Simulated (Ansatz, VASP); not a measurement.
Gd: VASP beside Ansatz

The input INCAR:

```
SYSTEM = Gd
PREC = Accurate
ENCUT = 520
EDIFF = 1E-6
ISMEAR = 0
SIGMA = 0.05
LREAL = .FALSE.
LASPH = .TRUE.
NELM = 150
ALGO = Normal
ISIF = 2
LWAVE = .FALSE.
LCHARG = .FALSE.
ISPIN = 2
MAGMOM = 7.98 -7.98
LORBIT = 11
LMAXMIX = 6
GGA = PE
NBANDS = 29
```

KPOINTS

```
Automatic mesh
0
G
  14 14 8
  0 0 0
```

The input POSCAR:

```
Gd
1.0
    3.6173041143      0.0000000000      0.0000000000
   -1.8086520572      3.1326772562      0.0000000000
    0.0000000000      0.0000000000      5.7982831588
Gd
2
Direct
    0.3333333333      0.6666666667      0.7500000000
    0.6666666667      0.3333333333      0.2500000000
```

Input for Ansatz:

```yaml
crystal:
  lattice:
    - [3.6173039928, 0.0, 0.0]
    - [-1.8086519964, 3.1326771509, 0.0]
    - [0.0, 0.0, 5.7982824271]
  atoms:
    - { symbol: Gd, position: [0.3333333333, 0.6666666667, 0.75], spin: 7.98 }
    - { symbol: Gd, position: [0.6666666667, 0.3333333333, 0.25], spin: -7.98 }
basis:
  ecutwfc: 420
  ecutrho_ratio: 4
kpoints:
  mp_grid: { grid: [14, 14, 8] }
  band_path:
    path:
      - [[0.0, 0.0, 0.0], [0.5, 0.0, 0.0], [0.33333333, 0.33333333, 0.0], [0.0, 0.0, 0.0], [0.0, 0.0, 0.5], [0.5, 0.0, 0.5], [0.33333333, 0.33333333, 0.5], [0.0, 0.0, 0.5]]
      - [[0.5, 0.0, 0.5], [0.5, 0.0, 0.0]]
      - [[0.33333333, 0.33333333, 0.5], [0.33333333, 0.33333333, 0.0]]
    npoints: 14
hamiltonian:
  xc: pbe
scf:
  occupations: { method: gaussian, width: 0.05 }
  lower_state_search: "off"
  n_extra_bands: 25
output:
  forces: true
  stress: true
  eigenvalues: true
  populations: true
  hubbard: { sites: [{ species: Gd, l: f }] }
  dos: { projected: true, de: 0.02, nscf_kmesh: { grid: [21, 21, 12] } }
  bader: true
magnetization:
  spin_polarized: true
checkpoint:
  read: start.run
  write: ck
  compress: false
  write_wavefunctions: false
  write_every: 100000
```

Alike in both runs: task single point; functional PBE; k mesh 14 × 14 × 8; occupations gaussian, width 0.05 eV; collinear spin.

|  | VASP | Ansatz |
| --- | --- | --- |
| version | VASP 6.6.1 | Ansatz 0.2.0 |
| potentials or method | VASP PAW PBE potentials, release 64 (Gd), cutoff 520 eV | scalar-relativistic, plane waves, PAW |
| valence electrons in the cell | 36 | 36 |

Ansatz gave:

- gap on the k mesh at the Fermi level (eV): none
- pressure (GPa): 0.0
- net moment per atom (μB): 0.00
- size of the moment on the site where the two differ most (μB): 7.26

**Question.** What did VASP give for the same quantities?

**Answer.** gap on the k mesh at the Fermi level (eV): none; pressure (GPa): 0.0; net moment per atom (μB): 0.00; size of the moment on the site where the two differ most (μB): 6.94.

Site moments also hang on the region over which each program counts them. A gap of «none» marks a metal or a gap that the smearing closes. Ansatz's warnings: stability check not made.

Spin-orbit coupling is off throughout.
